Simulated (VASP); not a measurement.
# Pb (Fm-3m) in VASP: notebook, part 3 of 3

VASP 6.6.1.

**5. Single point, LDA (volume scaled by 0.98)**

INCAR reads:

```
SYSTEM = Pb
ALGO = Normal
EDIFF = 1E-7
ENCUT = 520
GGA = CA
ISIF = 2
ISMEAR = -1
LASPH = .True.
LCHARG = .True.
LELF = .True.
LREAL = .False.
LVHAR = .True.
LWAVE = .False.
NBANDS = 13
NELM = 100
PREC = Accurate
SIGMA = 0.05
```

KPOINTS reads:

```
k-points
0
Gamma
  9 9 9
  0 0 0
```

POSCAR reads:

```
Pb
1.0
    0.0000000000      2.4584086270      2.4584086270
    2.4584086270      0.0000000000      2.4584086270
    2.4584086270      2.4584086270      0.0000000000
Pb
1
Direct
    0.0000000000      0.0000000000      0.0000000000
```

Potentials or basis: VASP PAW LDA potentials, release 64 (Pb_d).

Started as:

```bash
> cat potpaw_LDA.64/Pb_d/POTCAR > POTCAR
> mpirun -np 1 vasp_std > vasp.out
```

OUTCAR:

```text
SYSTEM = Pb
   EDIFF = 1E-7
   ENCUT = 520
   GGA = CA
   ISIF = 2
   ISMEAR = -1
   LASPH = .True.
   LREAL = .False.
   NELM = 100
   PREC = Accurate

 ion  position               nearest neighbor table
   1  0.000  0.000  0.000-

  LATTYP: Found a face centered cubic cell.
 ALAT       =     4.9168172540

  Lattice vectors:

 A1 = (   0.0000000000,   2.4584086270,   2.4584086270)
 A2 = (   2.4584086270,   0.0000000000,   2.4584086270)
 A3 = (   2.4584086270,   2.4584086270,   0.0000000000)

Analysis of symmetry for initial positions (statically):
[... 5 lines left out ...]
 face centered cubic supercell.

 Subroutine GETGRP returns: Found 48 space group operations
 (whereof 48 operations were pure point group operations)
 out of a pool of 48 trial point group operations.

The static configuration has the point symmetry O_h .

Analysis of symmetry for dynamics (positions and initial velocities):
[... 5 lines left out ...]
 face centered cubic supercell.

 Subroutine GETGRP returns: Found 48 space group operations
 (whereof 48 operations were pure point group operations)
 out of a pool of 48 trial point group operations.

The dynamic configuration has the point symmetry O_h .

 Subroutine INISYM returns: Found 48 space group operations
 (whereof 48 operations are pure point group operations),
 and found     1 'primitive' translations

----------------------------------------------------------------------------------------

                                     Primitive cell

  volume of cell :      29.7161

  direct lattice vectors                    reciprocal lattice vectors
     0.000000000  2.458408627  2.458408627    -0.203383601  0.203383601  0.203383601
     2.458408627  0.000000000  2.458408627     0.203383601 -0.203383601  0.203383601
     2.458408627  2.458408627  0.000000000     0.203383601  0.203383601 -0.203383601

  length of vectors
     3.476714822  3.476714822  3.476714822     0.352270731  0.352270731  0.352270731

  position of ions in fractional coordinates (direct lattice)
     0.000000000  0.000000000  0.000000000

  ion indices of the primitive-cell ions
   primitive index   ion index
                 1           1

----------------------------------------------------------------------------------------

 KPOINTS: k-points

Automatic generation of k-mesh.
 Grid dimensions read from file:
 generate k-points for:    9    9    9

 Generating k-lattice:

  Cartesian coordinates                     Fractional coordinates (reciprocal lattice)
    -0.022598178  0.022598178  0.022598178     0.111111111  0.000000000  0.000000000
     0.022598178 -0.022598178  0.022598178     0.000000000  0.111111111  0.000000000
     0.022598178  0.022598178 -0.022598178     0.000000000  0.000000000  0.111111111

  Length of vectors
     0.039141192  0.039141192  0.039141192

  Shift w.r.t. Gamma in fractional coordinates (k-lattice)
     0.000000000  0.000000000  0.000000000

 Subroutine IBZKPT returns following result:
 ===========================================

 Found     35 irreducible k-points:

 Following reciprocal coordinates:
            Coordinates               Weight
  0.000000  0.000000  0.000000      1.000000
  0.111111  0.000000  0.000000      8.000000
  0.222222  0.000000  0.000000      8.000000
  0.333333  0.000000  0.000000      8.000000
  0.444444  0.000000  0.000000      8.000000
  0.111111  0.111111  0.000000      6.000000
[... 16 lines left out ...]
 -0.333333  0.333333  0.000000     12.000000
  0.444444  0.444444  0.000000      6.000000
 [... further k-points ...]
   k-points           NKPTS =     35   k-points in BZ     NKDIM =     35   number of bands    NBANDS=     13
   number of dos      NEDOS =    301   number of ions     NIONS =      1
   total plane-waves  NPLWV =  21952
   dimension x,y,z NGX =    28 NGY =   28 NGZ =   28
   dimension x,y,z NGXF=    56 NGYF=   56 NGZF=   56
   ions per type =               1
   NGX,Y,Z   is equivalent  to a cutoff of  13.39, 13.39, 13.39 a.u.
   NGXF,Y,Z  is equivalent  to a cutoff of  26.78, 26.78, 26.78 a.u.
 SYSTEM =  Pb
   PREC   = accura    normal or accurate (medium, high low for compatibility)
   ISTART =      0    job   : 0-new  1-cont  2-samecut
   ICHARG =      2    charge: 1-file 2-atom 10-const
   ISPIN  =      1    spin polarized calculation?
   LNONCOLLINEAR =      F non collinear calculations
   LSORBIT =      F    spin-orbit coupling
   LASPH  =      T    aspherical Exc in radial PAW
   ENCUT  =  520.0 eV  38.22 Ry    6.18 a.u.   6.46  6.46  6.46*2*pi/ulx,y,z
   NELM   =    100;   NELMIN=  2; NELMDL= -5     # of ELM steps
   EDIFF  = 0.1E-06   stopping-criterion for ELM
   LREAL  =      F    real-space projection
   EDIFFG = 0.1E-05   stopping-criterion for IOM
   NSW    =      0    number of steps for IOM
   IBRION =     -1    ionic relax: 0-MD 1-quasi-New 2-CG
   NFREE  =      0    steps in history (QN), initial steepest desc. (CG)
   ISIF   =      2    stress and relaxation
   ISYM   =      2    0-nonsym 1-usesym 2-fastsym
   POTIM  = 0.5000    time-step for ionic-motion
   TEBEG  =    0.0;   TEEND  =   0.0 temperature during run
   PSTRESS=    0.0 pullay stress
   NELECT =      14.0000    total number of electrons
   NUPDOWN=      -1.0000    fix difference up-down
   EMIN   =  10.00;   EMAX   =-10.00  energy-range for DOS
   EFERMI =   0.00;   METHOD = LEGACY
   ISMEAR =    -1;   SIGMA  =   0.05  broadening in eV -4-tet -1-fermi 0-gaus
   EFERMI_NEDOS =   21; number of points for ismear=-14 and -15
   IALGO  =     38    algorithm
   IMIX   =      4    mixing-type and parameters
     AMIX     =   0.40;   BMIX     =  1.00
     AMIX_MAG =   1.60;   BMIX_MAG =  1.00
  volume/ion in A,a.u.               =      29.72       200.53
  Fermi-wavevector in a.u.,A,eV,Ry     =   1.273855  2.407238 22.078274  1.622707
  Thomas-Fermi vector in A             =   2.406656
   LORBIT       =      0    0 simple, 1 ext, 2 COOP (PROOUT), +10 PAW based schemes
   GGA     = CA    functional components
   LHFCALC =     F    Hartree Fock is set to
   AEXX    =    0.0000 exact exchange contribution
   IVDW    =     0    specifies the selected vdW correction
   LEPSILON=     F    determine dielectric tensor
   LRPA    =     F    only Hartree local field effects (RPA)
 non-spin polarized calculation
  energy-cutoff  :      520.00
  volume of cell :       29.72
 maximum number of plane-waves:       821
 NGX is ok and might be reduce to    28
   NGX = 13   NGY = 13   NGZ = 13

 number of electron      13.9999999 magnetization

 Free energy of the ion-electron system (eV)
  ---------------------------------------------------
  ext. energy  EPLUGINS =         0.00000000
  ---------------------------------------------------
  free energy    TOTEN  =        -4.27059356 eV

  energy without entropy =       -4.26751796  energy(sigma->0) =       -4.26905576

 E-fermi :   7.0790     XC(G=0): -10.5526

 val. band max:        6.8562804889   @ k =  -0.3333   0.3333   0.1111
 cond. band min:       7.0822540333   @ k =  -0.2222   0.3333   0.1111
 fundamental gap:      0.2259735444
 Fermi energy:         7.0789577924

 k-point     1 :       0.0000    0.0000    0.0000
  band No.  band energies     occupation
      1      -9.7891      2.00000
      2      -9.7891      2.00000
      3      -9.7891      2.00000
      4      -9.6371      2.00000
      5      -9.6371      2.00000
      6      -4.6680      2.00000
      7      14.7450      0.00000
      8      14.7450      0.00000
      9      14.7450      0.00000
     10      17.0755      0.00000
     11      18.9634      0.00000
     12      19.9005      0.00000
     13      19.9005      0.00000

 k-point     2 :       0.1111    0.0000    0.0000
  band No.  band energies     occupation
      1      -9.7900      2.00000
      2      -9.7714      2.00000
      3      -9.7714      2.00000
      4      -9.6372      2.00000
      5      -9.6372      2.00000
      6      -4.4253      2.00000
      7      12.3727      0.00000
      8      14.4603      0.00000
      9      14.4603      0.00000
     10      16.7174      0.00000
     11      19.8458      0.00000
[... 339 lines left out ...]
 k-point    24 :       0.4444    0.4444    0.0000
  band No.  band energies     occupation
      1      -9.9602      2.00000
      2      -9.8623      2.00000
      3      -9.5083      2.00000
      4      -9.4677      2.00000
      5      -9.4677      2.00000
      6       0.0550      2.00000
      7       4.4682      2.00000
      8       9.3741      0.00000
      9       9.3741      0.00000
     10      12.8602      0.00000
     11      14.0707      0.00000
     12      25.5672      0.00000
     13      27.4077      0.00000

 [... further k-points ...]
[... 5 lines left out ...]
  --------------------------------------------------------------------------------------
  -------------------------------------------------------------------------------------
  Total       -0.2204655     -0.2204655     -0.2204655     -0.0000000     -0.0000000     -0.0000000
  in kB      -11.8866347    -11.8866347    -11.8866347     -0.0000000     -0.0000000     -0.0000000
  external PRESSURE =     -11.8866347 kB  Pullay stress =       0.0000000 kB

 VOLUME and BASIS-vectors are now :
 -----------------------------------------------------------------------------
  energy-cutoff  :      520.00
  volume of cell :       29.72
      direct lattice vectors                 reciprocal lattice vectors
     0.000000000  2.458408627  2.458408627    -0.203383601  0.203383601  0.203383601
     2.458408627  0.000000000  2.458408627     0.203383601 -0.203383601  0.203383601
     2.458408627  2.458408627  0.000000000     0.203383601  0.203383601 -0.203383601

 POSITION                                       TOTAL-FORCE (eV/Angst)
 -----------------------------------------------------------------------------------
      0.00000      0.00000      0.00000        -0.000000      0.000000     -0.000000
 -----------------------------------------------------------------------------------
    total drift:                               -0.000000     -0.000000     -0.000000

  FREE ENERGIE OF THE ION-ELECTRON SYSTEM (eV)
  ---------------------------------------------------
  free  energy   TOTEN  =        -4.2705935612 eV

  energy  without entropy=       -4.2675179577  energy(sigma->0) =       -4.26905576
```

OSZICAR:

```text
N       E                     dE             d eps       ncg     rms          rms(c)
DAV:   1     0.108911728262E+03    0.10891E+03   -0.70302E+03   915   0.124E+03
DAV:   2     0.113150023636E+01   -0.10778E+03   -0.10418E+03   940   0.314E+02
DAV:   3    -0.415977822984E+01   -0.52913E+01   -0.52725E+01  1141   0.757E+01
DAV:   4    -0.428143159238E+01   -0.12165E+00   -0.12163E+00  1150   0.120E+01
DAV:   5    -0.428655366238E+01   -0.51221E-02   -0.51220E-02  1296   0.233E+00    0.564E-01
DAV:   6    -0.427416635883E+01    0.12387E-01   -0.15010E-02  1178   0.220E+00    0.269E-01
DAV:   7    -0.427085764013E+01    0.33087E-02   -0.60283E-03  1175   0.127E+00    0.839E-02
DAV:   8    -0.427059424126E+01    0.26340E-03   -0.34679E-04  1351   0.320E-01    0.854E-03
DAV:   9    -0.427059340734E+01    0.83392E-06   -0.70945E-06  1241   0.472E-02    0.369E-03
DAV:  10    -0.427059356304E+01   -0.15570E-06   -0.36632E-07  1159   0.829E-03    0.121E-04
DAV:  11    -0.427059356124E+01    0.17988E-08   -0.86674E-09   730   0.992E-04
   1 F= -.42705936E+01 E0= -.42690558E+01  d E =-.307560E-02
```

Wall time 22 s (1 thread of Intel Xeon 8259CL, shared host); peak memory 0.14 GiB.

Results:

| Item | Value |
| --- | --- |
| Free energy | -4.2706 eV |
| Pressure | -1.2 GPa |
| Band gap on the k mesh | zero (band 7 reaches 14.74 eV, above the bottom of band 8 at 5.65 eV) |

Levels at points of the mesh, in eV from the Fermi level:
```tsv
k point	band 3	band 4	band 5	band 6	band 7	band 8	band 9	band 10	band 11	band 12
(0.00, 0.00, 0.00)	-16.87	-16.72	-16.72	-11.75	7.67	7.67	7.67	10.00	11.88	12.82
```

Caveat: spin-orbit coupling is left out, which moves the levels of the heavy elements.

**6. The runs side by side**

| level | potentials or basis | spin | cell | k mesh | gap on the mesh (eV) | pressure (GPa) |
| --- | --- | --- | --- | --- | --- | --- |
| PBE | VASP PAW PBE potentials, release 64 (Pb_d) | non-collinear, zero start, SOC | a = 3.500 Å, angles 60.0°, 1 atom | 7 × 7 × 7 | - | 2.8 |
| LDA | VASP PAW LDA potentials, release 64 (Pb_d) | off | a = 3.429 Å, angles 60.0°, 1 atom | 9 × 9 × 9 | none | 1.1 |
| LDA | VASP PAW LDA potentials, release 64 (Pb_d) | off | a = 3.453 Å, angles 60.0°, 1 atom | 9 × 9 × 9 | none | -0.1 |
| LDA | VASP PAW LDA potentials, release 64 (Pb_d) | off | a = 3.477 Å, angles 60.0°, 1 atom | 9 × 9 × 9 | none | -1.2 |

Alike in all rows: task single point; cutoff (eV) 520; smearing fermi-dirac 0.05 eV.

Caveats: spin-orbit coupling is left out, which moves the levels of the heavy elements (some runs).

Absolute energies hang on the potentials; compare differences alone.
